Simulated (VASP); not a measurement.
Na4AlO:

```xyz
12
Lattice="6.1000 0.0000 0.0000 0.0000 6.1000 0.0000 0.0000 0.0000 6.5000" Properties=species:S:1:pos:R:3 pbc="T T T"
Na    3.0500    3.0500    2.0800
Na    3.0500    3.0500    4.4200
Na    0.0000    0.0000    4.4200
Na    0.0000    0.0000    2.0800
Na    4.7580    1.7080    0.0000
Na    1.3420    4.3920    0.0000
Na    1.7080    1.3420    0.0000
Na    4.3920    4.7580    0.0000
Al    0.0000    3.0500    3.2500
Al    3.0500    0.0000    3.2500
O     3.0500    3.0500    0.0000
O     0.0000    0.0000    0.0000
```

- Program: VASP 6.6.1
- Task: relaxation of cell and atoms
- Functional: PBE
- Potentials or basis: VASP PAW PBE potentials, release 64 (Na_pv, Al, O)
- Cutoff: 600 eV
- k mesh: 3 × 3 × 3
- Occupations: gaussian, width 0.2 eV
- Spin: no spin polarisation

At the start: pressure 6.0 GPa; volume 20.16 Å³/atom.

Task: Where does the relaxation end?

Result: Over 6 steps the energy falls by 101.4 meV/atom and the volume is 24.53 Å³/atom (+21.7 %); space group P4/mbm (No. 127, to 0.1 Å) before and after.

The path:
| step | energy change (eV) | largest force (eV/Å) | pressure (GPa) | volume (Å³) |
| --- | --- | --- | --- | --- |
| 1 | 0.0000 | 0.1350 | 5.99 | 241.86 |
| 2 | -0.8104 | 0.4513 | 1.90 | 269.10 |
| 3 | -0.9912 | 0.5844 | 0.12 | 287.96 |
| 4 | -1.0035 | 0.6115 | -0.39 | 294.41 |
| 5 | -1.1131 | 0.4105 | -0.25 | 294.47 |
| 6 | -1.2166 | 0.0646 | 0.13 | 294.37 |

Final structure:
```
CELL_PARAMETERS angstrom
6.24710 0.00000 0.00000
0.00000 6.24710 0.00000
0.00000 0.00000 7.54277
ATOMIC_POSITIONS crystal
Na 0.50000 0.50000 0.30490
Na 0.50000 0.50000 0.69510
Na 0.00000 0.00000 0.69510
Na 0.00000 0.00000 0.30490
Na 0.78184 0.28184 0.00000
Na 0.21816 0.71816 0.00000
Na 0.28184 0.21816 0.00000
Na 0.71816 0.78184 0.00000
Al 0.00000 0.50000 0.50000
Al 0.50000 0.00000 0.50000
O 0.50000 0.50000 0.00000
O 0.00000 0.00000 0.00000
```

Caveat: the volume moved by over 15 % at a fixed basis, so the end points are rough; the relaxation stopped at a loose force limit of 0.08 eV/Å, so its end isn't a converged minimum.
